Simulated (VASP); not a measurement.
Set up this calculation in VASP 6.6.1, as the native input.

```yaml
Task: single point
Functional: PBE
Potentials_or_basis: VASP PAW PBE potentials, release 64 (Fe_sv, O)
Cutoff: 600 eV
k_mesh: 6 × 6 × 4
Occupations: gaussian, width 0.1 eV
Spin: collinear spin, ferromagnetic start
Starting_moments: "[3.53, 3.53, 0.35, 0.35] μB"
Dipole_correction: no
Second_run: valence_matched
Further_INCAR_settings: ALGO = Normal; EDIFF = 1e-06; NBANDS = 34
```

The structure of FeO lies in POSCAR:

```
FeO
1.0
    3.0937912068      0.0000000000      0.0000000000
   -1.5468956034      2.6793017791      0.0000000000
    0.0000000000      0.0000000000      5.7334606047
Fe O
2 2
Direct
    0.3333333333      0.6666666667      0.0239860142
    0.6666666667      0.3333333333      0.5239860142
    0.3333333333      0.6666666667      0.3581139858
    0.6666666667      0.3333333333      0.8581139858
```

These files were run (other wordings do the same):

INCAR

```
PREC = Accurate
ENCUT = 600
EDIFF = 1E-6
ISMEAR = 0
SIGMA = 0.1
LREAL = False
LASPH = True
NELM = 200
ALGO = Normal
ISIF = 2
LWAVE = False
LCHARG = False
ISPIN = 2
MAGMOM = 3.53 3.53 0.35 0.35
LORBIT = 11
LMAXMIX = 4
GGA = PE
NBANDS = 34
GGA_COMPAT = False
```

KPOINTS

```
Automatic mesh
0
Gamma
  6 6 4
```

Potentials or basis: VASP PAW PBE potentials, release 64 (Fe_sv, O).

Command:

```console
$ cat potpaw_PBE.64/Fe_sv/POTCAR potpaw_PBE.64/O/POTCAR > POTCAR
$ mpirun -np 1 vasp_std > vasp.out
```

Results of the run:

```json
{
 "Pressure": "-2.1 GPa",
 "Largest force": "0.018 eV/Å",
 "Band gap on the k mesh": "zero (filled and empty bands overlap)",
 "Net moment": "8.00 μB per cell",
 "Site moments": "Fe +3.43; O +0.30 μB",
 "Valence electrons inside the program's atomic spheres": "Fe 13.60; O 5.01"
}
```

Caveat: the k points lie up to 0.39 Å⁻¹ apart; semilocal functionals often make such compounds metallic where correlation or magnetic order opens a gap, which also shifts bond lengths; only a ferromagnetic start was run, and an antiferromagnetic order may lie lower in energy.

It took 110 s on 1 thread of AMD EPYC 9R45 (Zen 5), on a shared host, peak memory 0.21 GiB.
